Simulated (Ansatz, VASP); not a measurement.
**SrTa3 in VASP and in Ansatz**

```xyz
4
Lattice="4.4326 0.0000 0.0000 0.0000 4.4326 0.0000 0.0000 0.0000 4.4326" Properties=species:S:1:pos:R:3 pbc="T T T"
Sr    0.0000    0.0000    0.0000
Ta    0.0000    2.2163    2.2163
Ta    2.2163    0.0000    2.2163
Ta    2.2163    2.2163    0.0000
```

Alike in both runs: task relaxation of cell and atoms; functional PBE; k mesh 10 × 10 × 10; occupations gaussian, width 0.1 eV; no spin polarisation.

|  | VASP | Ansatz |
| --- | --- | --- |
| version | VASP 6.6.1 | Ansatz 0.2.0 |
| potentials or method | VASP PAW PBE potentials, release 64 (Sr_sv, Ta_pv), cutoff 600 eV | scalar-relativistic, plane waves, PAW |
| valence electrons in the cell | 43 | 49 |

|  | VASP | Ansatz | Ansatz less VASP |
| --- | --- | --- | --- |
| gap on the k mesh at the Fermi level, each at its own relaxed structure (eV) | none | none | - |
| relaxed volume (Å³/atom) | 21.77 | 21.71 | -0.060 |
| relaxed cell length with the largest relative difference (Å) | 4.433 | 4.429 | -0.0041 |

A gap of «none» marks a metal or a gap that the smearing closes. VASP's potentials hold 43 valence electrons a cell and Ansatz's 49, so a difference there can come from the potentials and not from the codes.

Neither program's run includes spin-orbit coupling. Noted on VASP's run: the relaxation stopped at its first step, so nothing moved.
